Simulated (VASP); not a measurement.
Input of a VASP 6.6.1 run:

File INCAR:

```
SYSTEM = Pt
PREC = Accurate ; ENCUT = 500
EDIFF = 1E-6 ; ISMEAR = -1
SIGMA = 0.1 ; LREAL = .FALSE.
LASPH = .TRUE. ; NELM = 200
ALGO = Normal ; ISIF = 2
LWAVE = .FALSE. ; LCHARG = .FALSE.
ISPIN = 2 ; MAGMOM = 0
LORBIT = 11 ; LMAXMIX = 4
GGA = PE ; NBANDS = 15
GGA_COMPAT = .FALSE.
```

The input KPOINTS:

```
Automatic mesh
0
G
  8 8 8
  0 0 0
```

The input POSCAR:

```
Pt
1.0
   -1.5035000000      1.5035000000      1.5035000000
    1.5035000000     -1.5035000000      1.5035000000
    1.5035000000      1.5035000000     -1.5035000000
Pt
1
Direct
    0.0000000000      0.0000000000      0.0000000000
```

Potentials or basis: VASP PAW PBE potentials, release 64 (Pt).

Command:

```console
$ cat potpaw_PBE.64/Pt/POTCAR > POTCAR
$ mpirun -np 1 vasp_std > vasp.out
```

(1) What does it give for the band gap on the k mesh?

(2) Predict the pressure.

(3) Estimate the net moment.

Results:

(1) zero (filled and empty bands overlap).

(2) 55.7 GPa.

(3) 0.00 μB per cell.

Caveat: the k points lie up to 0.37 Å⁻¹ apart; spin-orbit coupling is left out, which moves the levels of the heavy elements.
